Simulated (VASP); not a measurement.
# TiCo in VASP: a series of runs

TiCo is run at these levels: PBE; tasks: single point, relaxation of cell and atoms.

Program: VASP 6.6.1. These are calculated values, not measurements. Logs are shortened: lines on timing, memory, paths and dates and some standing lists are left out, and cuts for length are marked.

### 1 The cell of the first run

The typed cell holds 2 atoms: a = 2.970 Å, b = 2.970 Å, c = 2.978 Å, α = 90.00°, β = 90.00°, γ = 90.00°.

### 2 Single point, PBE

INCAR reads:

```
SYSTEM = TiCo
ALGO = Fast
EDIFF = 1E-6
ENCUT = 520
GGA = PE
ISIF = 2
ISMEAR = 0
LASPH = .True.
LCHARG = .True.
LELF = .True.
LREAL = .False.
LVHAR = .True.
LWAVE = .False.
NBANDS = 18
NELM = 60
PREC = Accurate
SIGMA = 0.1
```

KPOINTS reads:

```
k-points
0
Gamma
  6 6 6
  0 0 0
```

POSCAR reads:

```
TiCo
1.0
    2.9699120779      0.0000000000      0.0000000000
    0.0000000000      2.9699120779      0.0000000000
    0.0000000000      0.0000000000      2.9781276201
Ti Co
1 1
Direct
    0.5000000000      0.5000000000      0.5000000000
    0.0000000000      0.0000000000      0.0000000000
```

Potentials or basis: VASP PAW PBE potentials, release 64 (Ti_sv, Co).

Command:

```console
cat potpaw_PBE.64/Ti_sv/POTCAR potpaw_PBE.64/Co/POTCAR > POTCAR
mpirun -np 1 vasp_std > vasp.out
```

OUTCAR:

```text
SYSTEM = TiCo
   EDIFF = 1E-6
   ENCUT = 520
   GGA = PE
   ISIF = 2
   ISMEAR = 0
   LASPH = .True.
   LREAL = .False.
   NELM = 60
   PREC = Accurate

 ion  position               nearest neighbor table
   1  0.500  0.500  0.500-   2 2.57   2 2.57   2 2.57   2 2.57   2 2.57   2 2.57   2 2.57   2 2.57

   2  0.000  0.000  0.000-   1 2.57   1 2.57   1 2.57   1 2.57   1 2.57   1 2.57   1 2.57   1 2.57

  LATTYP: Found a simple tetragonal cell.
 ALAT       =     2.9699120779
 C/A-ratio  =     1.0027662577

  Lattice vectors:

 A1 = (   2.9699120779,   0.0000000000,   0.0000000000)
 A2 = (   0.0000000000,   2.9699120779,   0.0000000000)
 A3 = (   0.0000000000,   0.0000000000,   2.9781276201)

Analysis of symmetry for initial positions (statically):
=====================================================================
 Subroutine PRICEL returns:
 Original cell was already a primitive cell.

 Routine SETGRP: Setting up the symmetry group for a
 simple tetragonal supercell.

 Subroutine GETGRP returns: Found 16 space group operations
 (whereof 16 operations were pure point group operations)
 out of a pool of 16 trial point group operations.

The static configuration has the point symmetry D_4h.

Analysis of symmetry for dynamics (positions and initial velocities):
=====================================================================
 Subroutine PRICEL returns:
 Original cell was already a primitive cell.

 Routine SETGRP: Setting up the symmetry group for a
 simple tetragonal supercell.

 Subroutine GETGRP returns: Found 16 space group operations
 (whereof 16 operations were pure point group operations)
 out of a pool of 16 trial point group operations.

The dynamic configuration has the point symmetry D_4h.

 Subroutine INISYM returns: Found 16 space group operations
 (whereof 16 operations are pure point group operations),
 and found     1 'primitive' translations

----------------------------------------------------------------------------------------

                                     Primitive cell

  volume of cell :      26.2682

  direct lattice vectors                    reciprocal lattice vectors
     2.969912078  0.000000000  0.000000000     0.336710304  0.000000000  0.000000000
     0.000000000  2.969912078  0.000000000     0.000000000  0.336710304  0.000000000
     0.000000000  0.000000000  2.978127620     0.000000000  0.000000000  0.335781446

  length of vectors
     2.969912078  2.969912078  2.978127620     0.336710304  0.336710304  0.335781446

  position of ions in fractional coordinates (direct lattice)
     0.500000000  0.500000000  0.500000000
     0.000000000  0.000000000  0.000000000

  ion indices of the primitive-cell ions
   primitive index   ion index
                 1           1
                 2           2

----------------------------------------------------------------------------------------

 KPOINTS: k-points

Automatic generation of k-mesh.
 Grid dimensions read from file:
 generate k-points for:    6    6    6

 Generating k-lattice:

  Cartesian coordinates                     Fractional coordinates (reciprocal lattice)
     0.056118384  0.000000000  0.000000000     0.166666667  0.000000000  0.000000000
     0.000000000  0.056118384  0.000000000     0.000000000  0.166666667  0.000000000
     0.000000000  0.000000000  0.055963574     0.000000000  0.000000000  0.166666667

  Length of vectors
     0.056118384  0.056118384  0.055963574

  Shift w.r.t. Gamma in fractional coordinates (k-lattice)
     0.000000000  0.000000000  0.000000000

 Subroutine IBZKPT returns following result:
 ===========================================

 Found     40 irreducible k-points:

 Following reciprocal coordinates:
            Coordinates               Weight
  0.000000  0.000000  0.000000      1.000000
  0.166667  0.000000  0.000000      4.000000
  0.333333  0.000000  0.000000      4.000000
  0.500000  0.000000  0.000000      2.000000
  0.166667  0.166667  0.000000      4.000000
  0.333333  0.166667  0.000000      8.000000
[... 16 lines left out ...]
  0.333333  0.000000  0.333333      8.000000
  0.500000  0.000000  0.333333      4.000000
 [... further k-points ...]
   k-points           NKPTS =     40   k-points in BZ     NKDIM =     40   number of bands    NBANDS=     18
   number of dos      NEDOS =    301   number of ions     NIONS =      2
   total plane-waves  NPLWV =  13824
   dimension x,y,z NGX =    24 NGY =   24 NGZ =   24
   dimension x,y,z NGXF=    48 NGYF=   48 NGZF=   48
   ions per type =               1   1
   NGX,Y,Z   is equivalent  to a cutoff of  13.43, 13.43, 13.40 a.u.
   NGXF,Y,Z  is equivalent  to a cutoff of  26.87, 26.87, 26.79 a.u.
 SYSTEM =  TiCo
   PREC   = accura    normal or accurate (medium, high low for compatibility)
   ISTART =      0    job   : 0-new  1-cont  2-samecut
   ICHARG =      2    charge: 1-file 2-atom 10-const
   ISPIN  =      1    spin polarized calculation?
   LNONCOLLINEAR =      F non collinear calculations
   LSORBIT =      F    spin-orbit coupling
   LASPH  =      T    aspherical Exc in radial PAW
   ENCUT  =  520.0 eV  38.22 Ry    6.18 a.u.   5.52  5.52  5.54*2*pi/ulx,y,z
   NELM   =     60;   NELMIN=  2; NELMDL= -5     # of ELM steps
   EDIFF  = 0.1E-05   stopping-criterion for ELM
   LREAL  =      F    real-space projection
   EDIFFG = 0.1E-04   stopping-criterion for IOM
   NSW    =      0    number of steps for IOM
   IBRION =     -1    ionic relax: 0-MD 1-quasi-New 2-CG
   NFREE  =      0    steps in history (QN), initial steepest desc. (CG)
   ISIF   =      2    stress and relaxation
   ISYM   =      2    0-nonsym 1-usesym 2-fastsym
   POTIM  = 0.5000    time-step for ionic-motion
   TEBEG  =    0.0;   TEEND  =   0.0 temperature during run
   PSTRESS=    0.0 pullay stress
   NELECT =      21.0000    total number of electrons
   NUPDOWN=      -1.0000    fix difference up-down
   EMIN   =  10.00;   EMAX   =-10.00  energy-range for DOS
   EFERMI =   0.00;   METHOD = LEGACY
   ISMEAR =     0;   SIGMA  =   0.10  broadening in eV -4-tet -1-fermi 0-gaus
   EFERMI_NEDOS =   21; number of points for ismear=-14 and -15
   IALGO  =     68    algorithm
   IMIX   =      4    mixing-type and parameters
     AMIX     =   0.40;   BMIX     =  1.00
     AMIX_MAG =   1.60;   BMIX_MAG =  1.00
  volume/ion in A,a.u.               =      13.13        88.63
  Fermi-wavevector in a.u.,A,eV,Ry     =   1.519396  2.871243 31.409940  2.308565
  Thomas-Fermi vector in A             =   2.628388
   LORBIT       =      0    0 simple, 1 ext, 2 COOP (PROOUT), +10 PAW based schemes
   GGA     = PE    functional components
   LHFCALC =     F    Hartree Fock is set to
   AEXX    =    0.0000 exact exchange contribution
   IVDW    =     0    specifies the selected vdW correction
   LEPSILON=     F    determine dielectric tensor
   LRPA    =     F    only Hartree local field effects (RPA)
 non-spin polarized calculation
 RMM-DIIS sequential band-by-band and
 Gauss-broadening in eV      SIGMA  =   0.10
  energy-cutoff  :      520.00
  volume of cell :       26.27
 maximum number of plane-waves:       739
 NGX is ok and might be reduce to    24
   NGX = 11   NGY = 11   NGZ = 11

 number of electron      20.9999985 magnetization

 Free energy of the ion-electron system (eV)
  ---------------------------------------------------
  ext. energy  EPLUGINS =         0.00000000
  ---------------------------------------------------
  free energy    TOTEN  =       -15.66760810 eV

  energy without entropy =      -15.65561849  energy(sigma->0) =      -15.66161330

 E-fermi :   9.9881     XC(G=0): -12.6486

 val. band max:        9.9851233694   @ k =   0.5000   0.1667   0.0000
 cond. band min:      10.0535862265   @ k =   0.5000   0.3333   0.3333
 fundamental gap:      0.0684628572
 Fermi energy:         9.9880700606

 k-point     1 :       0.0000    0.0000    0.0000
  band No.  band energies     occupation
      1     -47.1671      2.00000
      2     -23.2529      2.00000
      3     -23.2493      2.00000
      4     -23.2493      2.00000
      5       2.3673      2.00000
      6       6.2639      2.00000
[... 10 lines left out ...]
     17      19.1865      0.00000
     18      19.1865      0.00000

 k-point     2 :       0.1667    0.0000    0.0000
  band No.  band energies     occupation
      1     -47.1587      2.00000
      2     -23.3291      2.00000
      3     -23.2471      2.00000
      4     -23.2435      2.00000
      5       2.9157      2.00000
      6       6.5021      2.00000
[... 10 lines left out ...]
     17      20.3027      0.00000
     18      20.3874      0.00000

 k-point     3 :       0.3333    0.0000    0.0000
  band No.  band energies     occupation
      1     -47.1417      2.00000
      2     -23.4861      2.00000
      3     -23.2355      2.00000
      4     -23.2320      2.00000
      5       4.3895      2.00000
      6       6.8246      2.00000
[... 10 lines left out ...]
     17      22.9958      0.00000
     18      23.0747      0.00000

 k-point     4 :       0.5000    0.0000    0.0000
  band No.  band energies     occupation
      1     -47.1333      2.00000
      2     -23.5633      2.00000
      3     -23.2297      2.00000
      4     -23.2261      2.00000
      5       6.0093      2.00000
      6       6.2853      2.00000
[... 375 lines left out ...]
      4     -23.2256      2.00000
      5       4.7536      2.00000
      6       6.8892      2.00000
[... 10 lines left out ...]
     17      20.3056      0.00000
     18      23.6089      0.00000

 k-point    23 :       0.3333    0.0000    0.3333
  band No.  band energies     occupation
      1     -47.1191      2.00000
      2     -23.4583      2.00000
      3     -23.4478      2.00000
      4     -23.2117      2.00000
      5       5.4919      2.00000
      6       6.6377      2.00000
[... 10 lines left out ...]
     17      18.6066      0.00000
     18      22.2157      0.00000

 k-point    24 :       0.5000    0.0000    0.3333
  band No.  band energies     occupation
      1     -47.1112      2.00000
      2     -23.5269      2.00000
      3     -23.4408      2.00000
      4     -23.2047      2.00000
      5       5.8559      2.00000
      6       6.3964      2.00000
[... 10 lines left out ...]
     17      19.3924      0.00000
     18      20.2512      0.00000

 [... further k-points ...]

------------------------ aborting loop because EDIFF is reached ----------------------------------------

  FORCE on cell =-STRESS in cart. coord.  units (eV):
  Direction    XX          YY          ZZ          XY          YZ          ZX
  --------------------------------------------------------------------------------------
  -------------------------------------------------------------------------------------
  Total       -0.0942773     -0.0942773     -0.1340529      0.0000000      0.0000000      0.0000000
  in kB       -5.7502563     -5.7502563     -8.1762913      0.0000000      0.0000000      0.0000000
  external PRESSURE =      -6.5589346 kB  Pullay stress =       0.0000000 kB

 VOLUME and BASIS-vectors are now :
 -----------------------------------------------------------------------------
  energy-cutoff  :      520.00
  volume of cell :       26.27
      direct lattice vectors                 reciprocal lattice vectors
     2.969912078  0.000000000  0.000000000     0.336710304  0.000000000  0.000000000
     0.000000000  2.969912078  0.000000000     0.000000000  0.336710304  0.000000000
     0.000000000  0.000000000  2.978127620     0.000000000  0.000000000  0.335781446

 POSITION                                       TOTAL-FORCE (eV/Angst)
 -----------------------------------------------------------------------------------
      1.48496      1.48496      1.48906         0.000000      0.000000      0.000000
      0.00000      0.00000      0.00000         0.000000      0.000000      0.000000
 -----------------------------------------------------------------------------------
    total drift:                                0.000000      0.000000     -0.000000

  FREE ENERGIE OF THE ION-ELECTRON SYSTEM (eV)
  ---------------------------------------------------
  free  energy   TOTEN  =       -15.6676081037 eV

  energy  without entropy=      -15.6556184867  energy(sigma->0) =      -15.66161330
```

It took 18 s on 1 thread of AMD EPYC 9R45 (Zen 5), shared host; peak memory 0.11 GiB.

Results:

```
Free energy            : -15.6676 eV
Pressure               : -0.7 GPa
Band gap on the k mesh : zero (an odd number of electrons rules out a gap without spin polarisation)
```

Caveat: the run has no spin polarisation, though such a crystal can be magnetic.

### 3 Single point, PBE

INCAR reads:

```
SYSTEM = TiCo
ALGO = Fast
EDIFF = 1E-6
ENCUT = 520
GGA = PE
ISIF = 2
ISMEAR = 0
LASPH = .TRUE.
LCHARG = .FALSE.
LREAL = .FALSE.
LWAVE = .FALSE.
NBANDS = 18
NELM = 60
PREC = Accurate
SIGMA = 0.1
```

KPOINTS reads:

```
k-points
0
G
  18 18 18
  0 0 0
```

POSCAR reads:

```
TiCo
1.0
    2.9718605902      0.0000000000      0.0000000000
    0.0000000000      2.9718605902      0.0000000000
    0.0000000000      0.0000000000      2.9718605902
Ti Co
1 1
Direct
    0.5000000000      0.5000000000      0.5000000000
    0.0000000000      0.0000000000      0.0000000000
```

Potentials or basis: VASP PAW PBE potentials, release 64 (Ti_sv, Co).

Command:

```console
cat potpaw_PBE.64/Ti_sv/POTCAR potpaw_PBE.64/Co/POTCAR > POTCAR
mpirun -np 1 vasp_std > vasp.out
```

Run time: 94 s. Hardware: 1 thread of AMD EPYC 9R45 (Zen 5), shared host; peak memory 0.19 GiB.

Results (log left out):

```yaml
Free_energy: -15.6444 eV
Pressure: -0.6 GPa
Band_gap_on_the_k_mesh: zero (an odd number of electrons rules out a gap without spin polarisation)
```

Levels at points of the mesh, in eV from the Fermi level:
```csv
k point,band 8,band 9,band 10,band 11,band 12,band 13
"(0.00, 0.00, 0.00)",-1.47,-1.47,-1.47,0.79,0.79,2.75
"(0.50, 0.00, 0.00)",-1.55,-1.55,-1.04,-0.81,0.13,0.64
"(0.50, 0.50, 0.00)",-2.43,-0.59,-0.14,0.67,0.67,1.23
"(0.50, 0.50, 0.50)",-2.12,-2.12,-2.12,-0.56,-0.56,3.17
```

Caveat: the run has no spin polarisation, though such a crystal can be magnetic. Spin polarisation is off, so any magnetic state and its effect on volume and gap are missing.

(Part 1 of 2 ends here.)
